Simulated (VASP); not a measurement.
The system is C.

```
C
1.0
     0.00000    1.78012    1.78012
     1.78012    0.00000    1.78012
     1.78012    1.78012    0.00000
C
2
Cartesian
  0.0000 0.0000 0.0000
  0.8901 0.8901 0.8901
```

Base run:

- Program: VASP 6.6.1
- Functional: PBE
- Potentials or basis: VASP PAW PBE potentials, release 64 (C)
- Cutoff: 520 eV
- k mesh: 10 × 10 × 10
- Occupations: gaussian, width 0.01 eV
- Spin: no spin polarisation

Its results: band gap on the k mesh 4.18 eV, indirect (least direct gap 5.60 eV); electronic dielectric tensor (diagonal) 5.85.

Q: The run is repeated on the same cell with these changes: functional from PBE to r2SCAN. What comes out?

A: Band gap on the k mesh 4.38 eV, indirect (least direct gap 5.85 eV); electronic dielectric tensor (diagonal) 5.79.

r2SCAN gives the wider gap, since meta-GGAs in the generalised Kohn-Sham scheme recover part of the derivative discontinuity.

A k mesh can miss the band edges.
